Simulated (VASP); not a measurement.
Input of a VASP 6.6.1 run:

The input POSCAR:

```
BaTiO3
1.0
    4.0117610854      0.0000000000      0.0000000000
    0.0000000000      4.0117610854      0.0000000000
    0.0000000000      0.0000000000      4.0575691340
Ba Ti O
1 1 3
Direct
    0.5000000000      0.5000000000      0.5825416364
    0.0000000000      0.0000000000      0.0993091638
    0.0000000000      0.5000000000      0.0642211463
    0.5000000000      0.0000000000      0.0642211463
    0.0000000000      0.0000000000      0.5497038972
```

INCAR.step1

```
SYSTEM = BaTiO3
  PREC = Accurate
  ENCUT = 520
  ISMEAR = 0
  SIGMA = 0.01
  LREAL = .FALSE.
  LASPH = .TRUE.
  NELM = 80
  NBANDS = 28
  GGA = PE
  ALGO = Normal
  EDIFF = 1E-4
  LWAVE = .TRUE.
  LCHARG = .FALSE.
```

INCAR.step2

```
SYSTEM = BaTiO3
  PREC = Accurate
  ENCUT = 520
  EDIFF = 1E-6
  ISMEAR = 0
  SIGMA = 0.01
  LREAL = .FALSE.
  LASPH = .TRUE.
  NELM = 80
  ALGO = Normal
  ISIF = 2
  LWAVE = .FALSE.
  LCHARG = .TRUE.
  METAGGA = R2SCAN
  LMIXTAU = .TRUE.
  LELF = .TRUE.
  LVHAR = .TRUE.
  NBANDS = 28
  ISTART = 1
```

KPOINTS

```
regular mesh
0
G
  6 6 6
  0 0 0
```

Potentials or basis: VASP PAW PBE potentials, release 64 (Ba_sv, Ti_sv, O).

Command:

```bash
$ cat potpaw_PBE.64/Ba_sv/POTCAR potpaw_PBE.64/Ti_sv/POTCAR potpaw_PBE.64/O/POTCAR > POTCAR
$ cp INCAR.step1 INCAR
$ mpirun -np 1 vasp_std > vasp.out
$ cp INCAR.step2 INCAR
$ mpirun -np 1 vasp_std > vasp.out
```

(1) Estimate the largest force.

(2) Estimate the band gap on the k mesh.

(3) What does it give for the pressure?

Answers

(1) 0.162 eV/Å.

(2) 2.18 eV (least direct gap 2.60 eV).

(3) 0.0 GPa.

Caveat: the cell differs from its parent crystal (epitaxial xy strain +1.0%); the PAW data sets were made with another functional, which shifts forces and pressure a little; spin-orbit coupling is left out, which moves the levels of the heavy elements.
